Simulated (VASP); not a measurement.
The system is Zn2O5.

```
Zn O
1.0
     3.20000    0.00000    0.00000
    -1.60000    2.77128    0.00000
     0.00000    0.00000    8.90000
Zn O
2 5
Direct
  0.33333 0.66667 0.11300
  0.66667 0.33333 0.88700
  0.66667 0.33333 0.22500
  0.66667 0.33333 0.37500
  0.33333 0.66667 0.77500
  0.33333 0.66667 0.62500
  0.00000 0.00000 0.00000
```

- Program: VASP 6.6.1
- Task: relaxation of cell and atoms
- Functional: PBE
- Potentials or basis: VASP PAW PBE potentials, release 64 (Zn, O)
- Cutoff: 600 eV
- k mesh: 6 × 6 × 2
- Occupations: gaussian, width 0.2 eV
- Spin: no spin polarisation

At the start: pressure 9.8 GPa; volume 11.28 Å³/atom.

Task: Where does the relaxation end?

Result: Over 10 steps the energy falls by 88.3 meV/atom and the volume is 11.76 Å³/atom (+4.3 %); space group P-3m1 (No. 164, to 0.1 Å) before and after.

The path:
```csv
step,energy change (eV),largest force (eV/Å),pressure (GPa),volume (Å³)
1,0.0000,1.6945,9.79,78.93
2,-0.0412,2.9089,-7.54,87.00
3,-0.2556,1.7886,-0.52,82.90
4,-0.4942,0.4380,-2.14,86.92
5,-0.4988,0.1925,-2.11,86.45
6,-0.5608,0.2216,-1.77,85.31
7,-0.5962,0.4472,-1.29,83.77
8,-0.5807,1.2097,2.88,81.91
9,-0.6073,0.3102,0.31,83.02
10,-0.6179,0.0300,0.30,82.34
```

Final structure:
```
Zn O
1.0
     3.12120    0.00000    0.00000
    -1.56060    2.70303    0.00000
     0.00000    0.00000    9.76019
Zn O
2 5
Cartesian
  0.0000 1.8020 1.2486
  1.5606 0.9010 8.5116
  1.5606 0.9010 2.3185
  1.5606 0.9010 3.6731
  0.0000 1.8020 7.4417
  0.0000 1.8020 6.0871
  0.0000 0.0000 9.7602
```

Caveat: the k points lie up to 0.39 Å⁻¹ apart in the final cell, too coarse for converged energies and pressures of a metal.
